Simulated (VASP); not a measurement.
Si5Sn:

```
Si Sn
1.0
     3.09929    0.00000    0.00000
    -1.54964    2.68406    0.00000
     0.00000    0.00000   12.76597
Si Sn
5 1
Cartesian
  0.0000 1.7894 8.2724
  0.0000 1.7894 4.4936
  1.5496 0.8947 10.0621
  1.5496 0.8947 2.7039
  1.5496 0.8947 6.3830
  0.0000 1.7894 0.0000
```

```yaml
Program: VASP 6.6.1
Task: relaxation of cell and atoms
Functional: PBE
Potentials_or_basis: VASP PAW PBE potentials, release 64 (Si, Sn_d)
Cutoff: 600 eV
k_mesh: 12 × 12 × 4
Occupations: gaussian, width 0.1 eV
Spin: no spin polarisation
```

At the start: pressure 0.3 GPa; volume 17.70 Å³/atom.

Question: Where does the relaxation end?

Answer: Over 23 steps the energy falls by 163.7 meV/atom and the volume is 18.66 Å³/atom (+5.4 %); space group P-6m2 (No. 187, to 0.1 Å) before and after.

The path:
```tsv
step	energy change (eV)	largest force (eV/Å)	pressure (GPa)	volume (Å³)
1	0.0000	0.1793	0.27	106.20
2	-0.1072	0.1136	0.22	106.61
3	-0.4015	0.1847	1.13	107.27
4	-0.7056	1.1417	4.64	105.82
5	-0.7470	0.6537	2.87	106.83
6	-0.7656	0.9425	4.00	106.23
7	-0.7825	0.7394	3.40	106.56
8	-0.7792	0.8136	3.73	106.40
9	-0.8337	0.9182	1.15	109.79
10	-0.8372	0.9319	0.37	110.97
11	-0.8809	0.7694	0.02	111.46
12	-0.9579	0.3363	-0.81	112.91
13	-0.9690	0.1527	-1.04	113.63
14	-0.9692	0.1202	-1.08	113.76
15	-0.9765	0.1680	0.37	111.91
16	-0.9770	0.1343	0.06	112.27
17	-0.9787	0.1113	0.05	112.23
18	-0.9811	0.0410	-0.02	112.10
19	-0.9818	0.0293	-0.03	112.02
20	-0.9818	0.0294	-0.05	112.03
21	-0.9819	0.0118	0.09	111.87
22	-0.9819	0.0127	0.08	111.88
23	-0.9820	0.0029	0.02	111.98
```

Final structure:
```
Si Sn
1.0
     3.56472    0.00000    0.00000
    -1.78236    3.08714    0.00000
     0.00000    0.00000   10.17552
Si Sn
5 1
Direct
  0.33333 0.66667 0.65894
  0.33333 0.66667 0.34106
  0.66667 0.33333 0.78563
  0.66667 0.33333 0.21437
  0.66667 0.33333 0.50000
  0.33333 0.66667 0.00000
```

Caveat: a cell axis changed by over 15 % at a fixed basis, so the end point is rough.
